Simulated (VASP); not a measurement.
Wanted: the native input for a VASP 6.6.1 run.

| Item | Value |
| --- | --- |
| Task | relaxation of cell and atoms |
| Functional | PBE |
| Potentials or basis | VASP PAW PBE potentials, release 64 (Na_sv, Cl) |
| Cutoff | 1130 eV |
| k mesh | 6 × 6 × 6 |
| Occupations | gaussian, width 0.02 eV |
| Spin | no spin polarisation |
| Dipole correction | no |
| Further INCAR settings | ALGO = Normal; EDIFF = 1e-07; IBRION = 2; EDIFFG = -0.01; NSW = 100; ISIF = 3 |

The structure of NaCl lies in POSCAR:

```
NaCl
1.0
    6.7585259434      0.0000000000      0.0000000000
   -3.3792629717      5.8530551591      0.0000000000
    0.0000000000      0.0000000000      5.0219971579
Na Cl
1 1
Direct
    0.0000000000      0.0000000000      0.5000000000
    0.0000000000      0.0000000000      0.0000000000
```

The cell was generated, and may not be a known phase.

These files were run (other wordings do the same):

INCAR

```
ALGO = Normal ; EDIFF = 1E-7
EDIFFG = -0.01 ; ENCUT = 1130
GGA = PE ; GGA_COMPAT = F
IBRION = 2 ; ISIF = 3
ISMEAR = 0 ; LASPH = T
LCHARG = F ; LREAL = F
LWAVE = F ; NELM = 120
NELMIN = 4 ; NSW = 100
PREC = Accurate ; SIGMA = 0.02
```

KPOINTS

```
k-points
0
Gamma
  6 6 6
```

Potentials or basis: VASP PAW PBE potentials, release 64 (Na_sv, Cl).

Command:

```console
$ cat potpaw_PBE.64/Na_sv/POTCAR potpaw_PBE.64/Cl/POTCAR > POTCAR
$ mpirun -np 1 vasp_std > vasp.out
```

Results of the run:

| Property | Result |
| --- | --- |
| Relaxed cell | a = 6.670 Å, b = 6.670 Å, c = 5.019 Å, α = 90.00°, β = 90.00°, γ = 120.00° |
| Space group after relaxing (to 0.1 Å) | P6/mmm (No. 191) |
| Energy gained by relaxing | 0.4 meV/atom |
| Ionic steps | 6 |
| Pressure after relaxing | 0.0 GPa |
| Band gap on the k mesh | 4.36 eV (least direct gap 4.38 eV) |

Caveat: the relaxation moved the vacuum too, so the length across it says nothing of the material.

Wall time 11 min on 1 thread of Intel(R) Xeon(R) 6975P-C (Granite Rapids) (shared host), peak memory 0.84 GiB.
